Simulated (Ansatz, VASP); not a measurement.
**Two plane-wave programs on Ge**

File POSCAR:

```
Ge
1.0
    3.9976152084      0.0000000000      0.0000000000
   -1.9988076042      3.4620363250      0.0000000000
    0.0000000000      0.0000000000      6.5928195194
Ge
4
Direct
    0.3333333333      0.6666666667      0.0003695991
    0.6666666667      0.3333333333      0.5003695991
    0.3333333333      0.6666666667      0.3746304009
    0.6666666667      0.3333333333      0.8746304009
```

INCAR.step1

```
SYSTEM = Ge
PREC     = Accurate       ! precision mode
ENCUT    = 520            ! plane-wave cutoff, eV
ISMEAR   = -1             ! smearing method
SIGMA    = 0.02           ! smearing width, eV
LREAL    = .False.        ! projectors in reciprocal space
LASPH    = .True.         ! aspherical terms in the spheres
NELM     = 60             ! most SCF steps
NBANDS   = 36             ! bands
GGA      = PE             ! functional
ALGO     = Normal         ! electronic algorithm
EDIFF    = 1E-4           ! SCF threshold, eV
LWAVE    = .True.         ! write WAVECAR
LCHARG   = .False.        ! write CHGCAR
```

File INCAR.step2:

```
SYSTEM = Ge
PREC     = Accurate       ! precision mode
ENCUT    = 520            ! plane-wave cutoff, eV
EDIFF    = 1E-6           ! SCF threshold, eV
ISMEAR   = -1             ! smearing method
SIGMA    = 0.02           ! smearing width, eV
LREAL    = .False.        ! projectors in reciprocal space
LASPH    = .True.         ! aspherical terms in the spheres
NELM     = 60             ! most SCF steps
ALGO     = Normal         ! electronic algorithm
ISIF     = 2              ! what is computed and relaxed
LWAVE    = .False.        ! write WAVECAR
LCHARG   = .False.        ! write CHGCAR
METAGGA  = R2SCAN         ! meta-GGA
LMIXTAU  = .True.       
NBANDS   = 36             ! bands
ISTART   = 1
```

The input KPOINTS:

```
Automatic mesh
0
Gamma
  12 12 4
  0 0 0
```

Input for Ansatz:

```yaml
crystal:
  lattice:
    - [3.9976152084, 0.0, 0.0]
    - [-1.9988076042, 3.462036325, 0.0]
    - [0.0, 0.0, 6.5928195194]
  atoms:
    - { symbol: Ge, position: [0.3333333333, 0.6666666667, 0.0003695991] }
    - { symbol: Ge, position: [0.6666666667, 0.3333333333, 0.5003695991] }
    - { symbol: Ge, position: [0.3333333333, 0.6666666667, 0.3746304009] }
    - { symbol: Ge, position: [0.6666666667, 0.3333333333, 0.8746304009] }
kpoints:
  mp_grid: { grid: [12, 12, 4] }
  band_path:
    path:
      - [0.0, 0.0, 0.0]
      - [0.5, 0.0, 0.0]
      - [0.3333333333, 0.3333333333, 0.0]
      - [0.0, 0.0, 0.5]
      - [0.5, 0.0, 0.5]
      - [0.3333333333, 0.3333333333, 0.5]
      - [0.0, 0.0, 0.05]
      - [0.0, 0.0, 0.15]
    npoints: 1
hamiltonian:
  xc: r2scan
scf:
  occupations: { method: fermi_dirac, width: 0.02 }
  n_extra_bands: 5
output:
  forces: true
  stress: true
  eigenvalues: true
```

Alike in both runs: task single point; functional r2SCAN; k mesh 12 × 12 × 4; occupations fermi-dirac, width 0.02 eV; no spin polarisation.

|  | VASP | Ansatz |
| --- | --- | --- |
| version | VASP 6.6.1 | Ansatz 0.2.0 |
| potentials or method | VASP PAW PBE potentials, release 64 (Ge_d) | plane waves, PAW |
| plane-wave cutoff (eV) | 520 | 500 |
| valence electrons in the cell | 56 | 56 |

```tsv
	VASP	Ansatz	Ansatz less VASP
pressure (GPa)	0.1	0.0	-0.04
traceless stress, the component that is largest in VASP (GPa)	0.14	0.16	+0.014
```

VASP's potentials were made for PBE, not for r2SCAN.
